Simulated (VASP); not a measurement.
Runs of VASP 6.6.1 on Ir. The structure is that of space group Fm-3m (No. 225), or close to it. The cells are those of the table. 

```tsv
task	cell	k mesh	cutoff (eV)	smearing	gap on the mesh (eV)	pressure (GPa)	relaxed volume (Å³/atom)
single point	a = 2.720 Å, angles 60.0°, 1 atom	24 × 24 × 24	520	fermi-dirac 0.15 eV	none	2.3	-
single point	a = 2.719 Å, angles 60.0°, 1 atom	24 × 24 × 24	520	gaussian 0.1 eV	none	2.3	-
relaxation of cell and atoms	relaxed from a = 2.725 Å, angles 60.0°, 1 atom	24 × 24 × 24	600	gaussian 0.1 eV	none	0.0	14.30
single point	a = 2.725 Å, angles 60.0°, 1 atom	8 × 8 × 8	520	gaussian 0.1 eV	none	(a)	-
relaxation of cell and atoms	relaxed from a = 2.719 Å, angles 60.0°, 1 atom	24 × 24 × 24	600	fermi-dirac 0.15 eV	none	0.0	14.32
```

Alike in all rows: level r2SCAN; potentials or basis VASP PAW PBE potentials, release 64 (Ir); no spin polarisation.

**Question.** Fill in the values left out.

**Answer.** (a) 1.0.

Caveats: the PAW data sets were made with another functional, which shifts forces and pressure a little; spin-orbit coupling is left out, which moves the levels of the heavy elements.

A k mesh can miss the band edges, and the runs leave out spin-orbit coupling on Ir.

A gap of «none» marks levels without a gap at the run's occupations.
